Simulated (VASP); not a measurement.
Here is a VASP 6.6.1 calculation.

Contents of INCAR:

```
SYSTEM = CaBe2O3
PREC = Accurate ; ENCUT = 520
EDIFF = 1E-6 ; ISMEAR = 0
SIGMA = 0.1 ; LREAL = .FALSE.
LASPH = .TRUE. ; NELM = 100
ALGO = Normal ; ISIF = 2
LWAVE = .FALSE. ; LCHARG = .FALSE.
GGA = PE ; NBANDS = 25
```

The input KPOINTS:

```
Automatic mesh
0
G
  6 6 6
  0 0 0
```

Contents of POSCAR:

```
CaBe2O3
1.0
    2.4167193200      1.3952935500      3.6327372700
   -2.4167193200      1.3952935500      3.6327372700
    0.0000000000     -2.7905871000      3.6327372700
Ca Be O
1 2 3
Direct
    0.0000000000      0.0000000000      0.0000000000
    0.8069464600      0.8069464600      0.8069464600
    0.1930535400      0.1930535400      0.1930535400
    0.0000000000      0.0000000000      0.5000000000
    0.5000000000      0.0000000000      0.0000000000
    0.0000000000      0.5000000000      0.0000000000
```

Potentials or basis: VASP PAW PBE potentials, release 64 (Ca_sv, Be, O).

Launch:

```sh
$ cat potpaw_PBE.64/Ca_sv/POTCAR potpaw_PBE.64/Be/POTCAR potpaw_PBE.64/O/POTCAR > POTCAR
$ mpirun -np 1 vasp_std > vasp.out
```

Problem. Predict the largest force.

Solution. 2.996 eV/Å.

Problem. Predict the pressure.

Solution. 33.6 GPa.

Forces on the atoms (eV/Å):
```
Ca   0.000  0.000  0.000
Be   0.000  0.000 -2.996
Be   0.000  0.000  2.996
O    0.000  0.000  0.000
O    0.000  0.000  0.000
O    0.000  0.000  0.000
```

Caveat: forces of over 1 eV/Å act on the atoms, so gaps and moduli don't describe the material at rest.
